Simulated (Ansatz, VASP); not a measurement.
Ti in VASP and in Ansatz

```
CELL_PARAMETERS angstrom
2.95000 0.00000 0.00000
-1.47500 2.55477 0.00000
0.00000 0.00000 4.68600
ATOMIC_POSITIONS crystal
Ti 0.42140 0.84281 0.20198
Ti 0.66667 0.33333 0.75000
```

Alike in both runs: task single point; functional PBEsol; k mesh 18 × 18 × 10; occupations gaussian, width 0.15 eV; no spin polarisation.

|  | VASP | Ansatz |
| --- | --- | --- |
| version | VASP 6.6.1 | Ansatz 0.2.0 |
| potentials or method | VASP PAW PBE potentials, release 64 (Ti_sv), cutoff 520 eV | scalar-relativistic, plane waves, PAW |
| valence electrons in the cell | 24 | 24 |

```tsv
	VASP	Ansatz	Ansatz less VASP
gap on the k mesh at the Fermi level (eV)	none	none	-
pressure (GPa)	-5.2	-5.0	+0.20
traceless stress, the component that is largest in VASP (GPa)	-6.60	-6.60	-0.005
rms of the force components (eV/Å)	0.606	0.601	-0.0054
```

VASP's potentials were made for PBE, not for PBEsol. Atom by atom the forces differ by 0.006 eV/Å (rms over components). A gap of «none» marks a metal or a gap that the smearing closes.
